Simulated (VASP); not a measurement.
# B27As26 (a cell with a defect) in VASP: a series of runs

B27As26 (a cell with a defect) is run at these levels: PBE; tasks: single point.

All numbers are computed with VASP 6.6.1; they aren't measurements. Logs are shortened: lines on timing, memory, paths and dates and some standing lists are left out, and cuts for length are marked.

**1. The cell of the first run**

The cell holds a defect, 53 atoms: a = 10.202 Å, b = 10.202 Å, c = 10.202 Å, α = 60.00°, β = 60.00°, γ = 60.00°.

**2. Single point, PBE**

The input, INCAR:

```
  PREC = Accurate
  ENCUT = 420
  EDIFF = 1E-6
  ISMEAR = -1
  SIGMA = 0.01
  LREAL = Auto
  LASPH = T
  NELM = 120
  ALGO = Normal
  ISIF = 2
  LWAVE = F
  LCHARG = T
  GGA = PE
  LELF = T
  LVHAR = T
  NBANDS = 138
  NELECT = 208.0
  GGA_COMPAT = F
```

The input, KPOINTS:

```
Automatic mesh
0
Gamma
  1 1 1
  0.25 0.25 0.25
```

The input, POSCAR:

```
B27As26
1.0
    0.0000000000      7.2140127000      7.2140127000
    7.2140127000      0.0000000000      7.2140127000
    7.2140127000      7.2140127000      0.0000000000
B As
27 26
Direct
    0.2578365297      0.2541879362      0.2418615093
    0.2589737609      0.2531737988      0.5795171389
    0.2522534373      0.2497228068      0.9163114587
    0.2502713226      0.5844990403      0.2488334266
    0.2524875649      0.5836933861      0.5812162626
    0.2522036730      0.5849307002      0.9148652455
    0.2452676580      0.9152467946      0.2526665915
    0.2848060553      0.9080992469      0.5703142857
    0.2458718294      0.9158785512      0.9189518754
    0.5851926210      0.2477682081      0.2500708101
    0.5936167814      0.2330266205      0.5839169094
    0.5951973858      0.2352221393      0.9214622675
    0.5808777548      0.5786106393      0.2533654397
    0.5715813336      0.6204006267      0.5709002980
    0.5813785856      0.5791371146      0.9196747741
    0.5738289038      0.9096187202      0.2655893578
    0.5759437463      0.9095503117      0.5850330011
    0.5758638323      0.9093676810      0.9240170869
    0.9177144920      0.2532999422      0.2483527649
    0.9334140762      0.2824128657      0.5600838490
    0.9191045644      0.2541728267      0.9146414450
    0.9181007541      0.5903796787      0.2456200971
    0.9181240421      0.5892855581      0.5790636465
    0.9140728987      0.5853087145      0.9172372957
    0.9116090827      0.9186744986      0.2508542160
    0.8980636394      0.9058067641      0.5738824801
    0.8988469760      0.9130027592      0.9455424857
   -0.0025803254      0.0059665129     -0.0023778029
   -0.0028118886      0.0051786712      0.3336704689
   -0.2481308357      0.2032108981      0.6922032449
    0.0029126647      0.3362453188     -0.0014385891
    0.0084301210      0.3399257947      0.3204033727
    0.0101275120      0.3396158424      0.6657032916
    0.0018938142      0.6714977089     -0.0080752561
    0.0013316445      0.6710844160      0.3305060026
    0.0023425936      0.6691179654      0.6684268105
    0.3275351872     -0.0000354865      0.0029606269
    0.3244391294      0.0045777574      0.3330177115
    0.3266821945      0.0041989807      0.6694886329
    0.3423051224      0.3338145634     -0.0093942862
    0.3370529137      0.3355240836      0.3304525649
    0.3428340929      0.3323673799      0.6682337141
    0.3329657293      0.6674145445     -0.0005329905
    0.3326641635      0.6666691202      0.3334620550
    0.3312603678      0.6672679548      0.6666621893
    0.6535121570     -0.0115676259      0.0176489847
    0.6619733980     -0.0020413743      0.3368725009
    0.6563226594     -0.0130125915      0.6728807117
    0.6709030329      0.3297266166     -0.0002797334
    0.6700330594      0.3286394270      0.3354058415
    0.6649896804      0.6614088717      0.0034475958
    0.6687937353      0.6584394424      0.3339957386
    0.6689126705      0.6602958295      0.6701838077
```

Potentials or basis: VASP PAW PBE potentials, release 64 (B, As).

Launch:

```
$ cat potpaw_PBE.64/B/POTCAR potpaw_PBE.64/As/POTCAR > POTCAR
$ mpirun -np 1 vasp_std > vasp.out
```

OUTCAR:

```text
PREC = Accurate
   ENCUT = 420
   EDIFF = 1E-6
   ISMEAR = -1
   LREAL = Auto
   LASPH = T
   NELM = 120
   ISIF = 2
   GGA = PE
   NELECT = 208.0

 ion  position               nearest neighbor table
   1  0.258  0.254  0.242-  41 2.08  32 2.08  38 2.08  40 2.09
   2  0.259  0.253  0.580-  33 2.07  41 2.08  39 2.08  42 2.10
   3  0.252  0.250  0.916-  42 2.07  40 2.07  31 2.08  37 2.08
   4  0.250  0.584  0.249-  35 2.07  41 2.07  44 2.08  43 2.08
   5  0.252  0.584  0.581-  44 2.06  45 2.06  36 2.08  42 2.10
   6  0.252  0.585  0.915-  43 2.06  45 2.07  34 2.09  40 2.09
   7  0.245  0.915  0.253-  29 2.07  44 2.07  38 2.07  37 2.08
   8  0.285  0.908  0.570-  39 2.00  38 2.01  45 2.03
   9  0.246  0.916  0.919-  43 2.07  28 2.07  39 2.08  37 2.08
  10  0.585  0.248  0.250-  41 2.07  47 2.08  49 2.09  50 2.09
  11  0.594  0.233  0.584-  48 2.06  50 2.07  42 2.10  30 2.21
  12  0.595  0.235  0.921-  46 2.07  49 2.07  40 2.11  30 2.15
  13  0.581  0.579  0.253-  44 2.07  52 2.07  51 2.08  50 2.08
  14  0.572  0.620  0.571-  53 2.00  52 2.01  45 2.02
  15  0.581  0.579  0.920-  43 2.07  49 2.08  53 2.08  51 2.08
  16  0.574  0.910  0.266-  46 2.07  47 2.07  38 2.08  52 2.10
  17  0.576  0.910  0.585-  48 2.05  47 2.07  53 2.08  39 2.08
[... 13 lines left out ...]
  31  0.003  0.336  0.999-  24 2.08   3 2.08  19 2.08  21 2.08
  32  0.008  0.340  0.320-  20 2.01   1 2.08  19 2.08  22 2.09
  33  0.010  0.340  0.666-  20 2.01   2 2.07  21 2.08  23 2.08
[... 10 lines left out ...]
  44  0.333  0.667  0.333-   5 2.06  13 2.07   7 2.07   4 2.08
  45  0.331  0.667  0.667-  14 2.02   8 2.03   5 2.06   6 2.07
  46  0.654  0.988  0.018-  27 2.05  16 2.07  12 2.07  18 2.09  30 2.90
  47  0.662  0.998  0.337-  16 2.07  17 2.07  25 2.08  10 2.08
  48  0.656  0.987  0.673-  26 2.02  17 2.05  11 2.06  18 2.09
  49  0.671  0.330  1.000-  21 2.07  12 2.07  15 2.08  10 2.09
  50  0.670  0.329  0.335-  19 2.06  11 2.07  13 2.08  10 2.09
  51  0.665  0.661  0.003-  18 2.07  24 2.08  15 2.08  13 2.08
  52  0.669  0.658  0.334-  14 2.01  13 2.07  22 2.08  16 2.10
  53  0.669  0.660  0.670-  14 2.00  15 2.08  23 2.08  17 2.08

  LATTYP: Found a face centered cubic cell.
 ALAT       =    14.4280254000

  Lattice vectors:

 A1 = (   0.0000000000,   7.2140127000,   7.2140127000)
 A2 = (   7.2140127000,   0.0000000000,   7.2140127000)
 A3 = (   7.2140127000,   7.2140127000,   0.0000000000)

Analysis of symmetry for initial positions (statically):
=====================================================================
 Subroutine PRICEL returns:
 Original cell was already a primitive cell.

 Routine SETGRP: Setting up the symmetry group for a
 face centered cubic supercell.

 Subroutine GETGRP returns: Found  1 space group operations
 (whereof  1 operations were pure point group operations)
 out of a pool of 48 trial point group operations.

The static configuration has the point symmetry C_1 .

Analysis of symmetry for dynamics (positions and initial velocities):
=====================================================================
 Subroutine PRICEL returns:
 Original cell was already a primitive cell.

 Routine SETGRP: Setting up the symmetry group for a
 face centered cubic supercell.

 Subroutine GETGRP returns: Found  1 space group operations
 (whereof  1 operations were pure point group operations)
 out of a pool of 48 trial point group operations.

The dynamic configuration has the point symmetry C_1 .

 Subroutine INISYM returns: Found  1 space group operations
 (whereof  1 operations are pure point group operations),
 and found     1 'primitive' translations

----------------------------------------------------------------------------------------

                                     Primitive cell

  volume of cell :     750.8630

  direct lattice vectors                    reciprocal lattice vectors
     0.000000000  7.214012700  7.214012700    -0.069309554  0.069309554  0.069309554
     7.214012700  0.000000000  7.214012700     0.069309554 -0.069309554  0.069309554
     7.214012700  7.214012700  0.000000000     0.069309554  0.069309554 -0.069309554

  length of vectors
    10.202154599 10.202154599 10.202154599     0.120047668  0.120047668  0.120047668

  position of ions in fractional coordinates (direct lattice)
     0.257836530  0.254187936  0.241861509
     0.258973761  0.253173799  0.579517139
     0.252253437  0.249722807  0.916311459
     0.250271323  0.584499040  0.248833427
     0.252487565  0.583693386  0.581216263
     0.252203673  0.584930700  0.914865246
[... 45 lines left out ...]
     0.668793735  0.658439442  0.333995739
     0.668912670  0.660295830  0.670183808

  ion indices of the primitive-cell ions
   primitive index   ion index
                 1           1
                 2           2
                 3           3
                 4           4
                 5           5
                 6           6
[... 45 lines left out ...]
[... 42 lines left out ...]
   NGXF,Y,Z  is equivalent  to a cutoff of  22.81, 22.81, 22.81 a.u.
 SYSTEM =  unknown system
   PREC   = accura    normal or accurate (medium, high low for compatibility)
   ISTART =      0    job   : 0-new  1-cont  2-samecut
   ICHARG =      2    charge: 1-file 2-atom 10-const
   ISPIN  =      1    spin polarized calculation?
   LNONCOLLINEAR =      F non collinear calculations
   LSORBIT =      F    spin-orbit coupling
   LASPH  =      T    aspherical Exc in radial PAW
   ENCUT  =  420.0 eV  30.87 Ry    5.56 a.u.  17.05 17.05 17.05*2*pi/ulx,y,z
   NELM   =    120;   NELMIN=  2; NELMDL= -5     # of ELM steps
   EDIFF  = 0.1E-05   stopping-criterion for ELM
   LREAL  =      T    real-space projection
   EDIFFG = 0.1E-04   stopping-criterion for IOM
   NSW    =      0    number of steps for IOM
   IBRION =     -1    ionic relax: 0-MD 1-quasi-New 2-CG
   NFREE  =      0    steps in history (QN), initial steepest desc. (CG)
   ISIF   =      2    stress and relaxation
   ISYM   =      2    0-nonsym 1-usesym 2-fastsym
   POTIM  = 0.5000    time-step for ionic-motion
   TEBEG  =    0.0;   TEEND  =   0.0 temperature during run
   PSTRESS=    0.0 pullay stress
   NELECT =     208.0000    total number of electrons
   NUPDOWN=      -1.0000    fix difference up-down
   EMIN   =  10.00;   EMAX   =-10.00  energy-range for DOS
   EFERMI =   0.00;   METHOD = LEGACY
   ISMEAR =    -1;   SIGMA  =   0.01  broadening in eV -4-tet -1-fermi 0-gaus
   EFERMI_NEDOS =   21; number of points for ismear=-14 and -15
   IALGO  =     38    algorithm
   IMIX   =      4    mixing-type and parameters
     AMIX     =   0.40;   BMIX     =  1.00
     AMIX_MAG =   1.60;   BMIX_MAG =  1.00
  volume/ion in A,a.u.               =      14.17        95.61
  Fermi-wavevector in a.u.,A,eV,Ry     =   1.067192  2.016700 15.495645  1.138898
  Thomas-Fermi vector in A             =   2.202800
   LORBIT       =      0    0 simple, 1 ext, 2 COOP (PROOUT), +10 PAW based schemes
   GGA     = PE    functional components
   LHFCALC =     F    Hartree Fock is set to
   AEXX    =    0.0000 exact exchange contribution
   IVDW    =     0    specifies the selected vdW correction
   LEPSILON=     F    determine dielectric tensor
   LRPA    =     F    only Hartree local field effects (RPA)
 non-spin polarized calculation
  energy-cutoff  :      420.00
  volume of cell :      750.86
 maximum number of plane-waves:     14683
 NGX is ok and might be reduce to    70
   NGX = 35   NGY = 35   NGZ = 35

 number of electron     207.9999998 magnetization

 Free energy of the ion-electron system (eV)
  ---------------------------------------------------
  ext. energy  EPLUGINS =         0.00000000
  ---------------------------------------------------
  free energy    TOTEN  =      -306.15361922 eV

  energy without entropy =     -306.15360553  energy(sigma->0) =     -306.15361238

 E-fermi :   5.3056     XC(G=0): -10.2798

 val. band max:        5.2138045992   @ k =   0.0000   0.2500   0.0000
 cond. band min:       5.3947087423   @ k =   0.0000   0.2500   0.0000
 fundamental gap:      0.1809041431
 Fermi energy:         5.3055539535

 k-point     1 :       0.2500    0.2500    0.2500
  band No.  band energies     occupation
      1      -9.4088      2.00000
      2      -8.5758      2.00000
      3      -8.2067      2.00000
      4      -8.0038      2.00000
      5      -7.9352      2.00000
      6      -7.8422      2.00000
[... 465 lines left out ...]
    115       7.7624      0.00000
    116       7.9305      0.00000
 [bands above 116 left out]

------------------------ aborting loop because EDIFF is reached ----------------------------------------

  FORCE on cell =-STRESS in cart. coord.  units (eV):
  Direction    XX          YY          ZZ          XY          YZ          ZX
  --------------------------------------------------------------------------------------
  -------------------------------------------------------------------------------------
  Total      -18.2038751    -19.7714052    -14.3634403      0.2640985     -0.5554145      1.8726382
  in kB      -38.8430860    -42.1878522    -30.6484384      0.5635285     -1.1851330      3.9958002
  external PRESSURE =     -37.2264589 kB  Pullay stress =       0.0000000 kB

 VOLUME and BASIS-vectors are now :
 -----------------------------------------------------------------------------
  energy-cutoff  :      420.00
  volume of cell :      750.86
      direct lattice vectors                 reciprocal lattice vectors
     0.000000000  7.214012700  7.214012700    -0.069309554  0.069309554  0.069309554
     7.214012700  0.000000000  7.214012700     0.069309554 -0.069309554  0.069309554
     7.214012700  7.214012700  0.000000000     0.069309554  0.069309554 -0.069309554

 POSITION                                       TOTAL-FORCE (eV/Angst)
 -----------------------------------------------------------------------------------
      3.57851      3.60483      3.69375        -0.044729      0.048998      0.028407
      6.00704      6.04888      3.69464        -0.003169      0.048630      0.100607
      8.41179      8.43004      3.62126         0.006887      0.037048      0.075412
      6.01167      3.60055      6.02204        -0.003612      0.030883      0.062427
      8.40367      6.01435      6.03222        -0.044890      0.041607      0.040843
     10.81955      8.41925      6.03910        -0.027824      0.028383      0.021573
[... 45 lines left out ...]
      7.15944      7.23414      9.57468         0.105194      0.017138      0.047333
      9.59810      9.66026      9.58893        -0.025262      0.119220     -0.112743
 -----------------------------------------------------------------------------------
    total drift:                               -0.028616      0.002197     -0.035750

  FREE ENERGIE OF THE ION-ELECTRON SYSTEM (eV)
  ---------------------------------------------------
  free  energy   TOTEN  =      -306.1536192250 eV

  energy  without entropy=     -306.1536055349  energy(sigma->0) =     -306.15361238
```

Wall time 31 min (1 thread of AMD EPYC 7R13, shared host); peak memory 0.74 GiB.

What came out:

```yaml
Free_energy: -306.1536 eV
Largest_force: 1.652 eV/Å
```

Forces on the atoms (eV/Å):
```
B   -0.045  0.049  0.028
B   -0.003  0.049  0.101
B    0.007  0.037  0.075
B   -0.004  0.031  0.062
B   -0.045  0.042  0.041
B   -0.028  0.028  0.022
B   -0.021  0.045  0.072
B   -0.076 -0.041  0.039
B    0.001  0.018  0.057
B    0.033  0.076  0.119
B    0.091  0.491  0.414
B   -0.182 -0.087  0.195
B   -0.046  0.043  0.028
B   -0.071 -0.078  0.012
B   -0.013  0.013  0.054
B   -0.137 -0.012  0.098
B   -0.049 -0.064  0.093
B   -0.018  0.019  0.093
B    0.011  0.025  0.072
B    0.144 -0.125 -0.058
B    0.029  0.040  0.004
B    0.008  0.033 -0.051
B   -0.035 -0.010 -0.008
B    0.004  0.020  0.015
B    0.045  0.046 -0.013
B   -0.160  0.036  0.005
B    0.071  0.322 -0.330
As  -0.093 -0.086  0.055
As  -0.116 -0.050  0.010
As   1.016 -1.302 -0.049
As  -0.074 -0.031 -0.099
As  -0.029  0.070 -0.085
As  -0.084 -0.051 -0.164
As  -0.030  0.061 -0.046
As  -0.080 -0.021 -0.060
As  -0.143  0.138 -0.131
As  -0.045 -0.030 -0.031
As   0.042  0.029  0.047
As   0.066  0.052 -0.035
As  -0.058  0.044 -0.017
As   0.004 -0.033 -0.064
As  -0.039 -0.061 -0.083
As  -0.018  0.006 -0.074
As  -0.014 -0.011 -0.067
As   0.063  0.039 -0.128
As  -0.072  0.100  0.139
As  -0.006 -0.031 -0.016
As   0.162  0.041 -0.022
As  -0.028 -0.016 -0.103
As   0.002 -0.068 -0.078
As  -0.017  0.031 -0.075
As   0.105  0.017  0.047
As  -0.025  0.119 -0.113
```

Caveat: the cell carries a net charge on a neutralising background, which shifts energy and pressure; the cell is charged against a uniform background, so pressure and absolute levels hang on convention.

**3. Single point, PBE**

The input, INCAR:

```
  ALGO = Normal
  EDIFF = 1E-6
  ENCUT = 420
  GGA = PE
  GGA_COMPAT = F
  ISIF = 2
  ISMEAR = -1
  LASPH = T
  LCHARG = F
  LREAL = Auto
  LWAVE = F
  NBANDS = 138
  NELECT = 208.0
  NELM = 120
  PREC = Accurate
  SIGMA = 0.01
```

KPOINTS is that of step 2.

The input, POSCAR:

```
B27As26
1.0
    0.0000000000      7.2140127000      7.2140127000
    7.2140127000      0.0000000000      7.2140127000
    7.2140127000      7.2140127000      0.0000000000
B As
27 26
Direct
    0.2547383927      0.2540220091      0.2440849598
    0.2556999934      0.2533703607      0.5817522334
    0.2507252309      0.2516923764      0.9169698301
    0.2481460838      0.5861518652      0.2500781569
    0.2508260070      0.5844296615      0.5831844460
    0.2509275455      0.5851017562      0.9154581194
    0.2448454935      0.9175850910      0.2528203894
    0.2760329906      0.9099353956      0.5738785988
    0.2451611293      0.9180385141      0.9186620229
    0.5832751029      0.2498282267      0.2510963143
    0.5906968392      0.2400516290      0.5852754459
    0.5909970189      0.2407062577      0.9199093869
    0.5800003651      0.5816625468      0.2538620427
    0.5791634523      0.5953999083      0.5798325667
    0.5805103448      0.5818031066      0.9191651409
    0.5760960887      0.9125817730      0.2595938735
    0.5771967937      0.9122462454      0.5859844134
    0.5768108088      0.9127551855      0.9227974467
    0.9164555532      0.2536287467      0.2493675954
    0.9284917117      0.2743313718      0.5661266718
    0.9176929367      0.2537305625      0.9154435644
    0.9168797277      0.5876590708      0.2477740301
    0.9170378228      0.5865960702      0.5813698526
    0.9138032845      0.5859072718      0.9175496045
    0.9119762154      0.9194569341      0.2512421416
    0.9013628435      0.9046163725      0.5737934174
    0.9028771186      0.9091328603      0.9461311317
   -0.0020848314      0.0044933384     -0.0016021596
   -0.0020669495      0.0040206472      0.3337521155
   -0.2924216504      0.2716741128      0.6770206407
    0.0025623742      0.3352439344     -0.0018286633
    0.0064390655      0.3375475760      0.3248884633
    0.0080938311      0.3363404115      0.6653757346
    0.0015964763      0.6689564048     -0.0042524184
    0.0000875380      0.6702191556      0.3314709302
    0.0023658123      0.6671459006      0.6669471208
    0.3296968828     -0.0010745060      0.0014601444
    0.3265492588      0.0031852592      0.3334447276
    0.3291047713      0.0023604062      0.6676666926
    0.3407849559      0.3333984982     -0.0069376091
    0.3362313183      0.3349676665      0.3302978660
    0.3420651727      0.3315617257      0.6661291988
    0.3331155766      0.6669618145     -0.0011438849
    0.3330023248      0.6662577680      0.3329127768
    0.3329945621      0.6667760649      0.6659803912
    0.6600479093     -0.0084760039      0.0092079128
    0.6633726885     -0.0019329048      0.3354281591
    0.6628742142     -0.0109438399      0.6705481680
    0.6704058755      0.3300272122     -0.0007114626
    0.6699082329      0.3293574047      0.3335116807
    0.6662906901      0.6612850155      0.0019333900
    0.6676699502      0.6611615059      0.3342444213
    0.6684821195      0.6610964935      0.6679911307
```

Potentials or basis: VASP PAW PBE potentials, release 64 (B, As).

Launch:

```
$ cat potpaw_PBE.64/B/POTCAR potpaw_PBE.64/As/POTCAR > POTCAR
$ mpirun -np 1 vasp_std > vasp.out
```

Run time: 24 min. Hardware: 1 thread of AMD EPYC 7R13, shared host; peak memory 0.73 GiB.

Results (log left out):

```yaml
Free_energy: -307.2598 eV
Largest_force: 2.071 eV/Å
```

Forces in eV/Å, atoms in the order of the input:
```
B   -0.007  0.007 -0.105
B   -0.099  0.039 -0.074
B   -0.108  0.036 -0.001
B   -0.083  0.010 -0.013
B   -0.133  0.059 -0.030
B   -0.027 -0.022 -0.049
B   -0.120  0.009  0.091
B   -0.001 -0.158 -0.150
B   -0.109 -0.015  0.094
B   -0.075  0.028  0.021
B   -0.120  0.043  0.067
B    0.022 -0.214  0.046
B   -0.147  0.015  0.062
B   -0.564  0.407 -0.424
B   -0.100 -0.022  0.072
B   -0.157 -0.095  0.182
B   -0.101  0.041  0.166
B   -0.169 -0.038  0.157
B   -0.071  0.094  0.038
B   -0.027  0.031 -0.316
B   -0.031  0.050 -0.029
B    0.013  0.053 -0.071
B   -0.083  0.101 -0.061
B   -0.091  0.064  0.055
B   -0.044  0.051  0.083
B   -0.076  0.257  0.287
B   -0.026  0.113 -0.012
As  -0.105 -0.066 -0.107
As  -0.040 -0.052 -0.100
As   1.464 -1.327  0.622
As   0.027 -0.039 -0.064
As  -0.064  0.092 -0.129
As  -0.110 -0.121 -0.167
As  -0.030  0.071 -0.064
As  -0.051 -0.067 -0.090
As  -0.064 -0.001 -0.167
As   0.085  0.047 -0.009
As   0.024  0.164  0.040
As   0.143  0.030 -0.080
As   0.047  0.084 -0.039
As   0.063 -0.021 -0.011
As   0.109 -0.158 -0.041
As   0.065  0.018 -0.027
As   0.104  0.007  0.005
As   0.016  0.093  0.042
As  -0.121  0.144  0.243
As   0.035  0.006 -0.039
As   0.398  0.050  0.112
As   0.067  0.017 -0.026
As   0.134 -0.052  0.016
As   0.112  0.060 -0.012
As   0.151  0.097  0.054
As   0.072 -0.019 -0.048
```

Levels at points of the mesh, in eV from the Fermi level:
| k point | band 100 | band 101 | band 102 | band 103 | band 104 | band 105 | band 106 | band 107 | band 108 | band 109 |
| --- | --- | --- | --- | --- | --- | --- | --- | --- | --- | --- |
| (0.25, 0.25, 0.25) | -0.83 | -0.76 | -0.64 | -0.20 | -0.07 | 0.17 | 1.35 | 1.72 | 2.00 | 2.18 |

Caveat: the cell carries a net charge on a neutralising background, which shifts energy and pressure; the cell is charged against a uniform background, so pressure and absolute levels hang on convention.
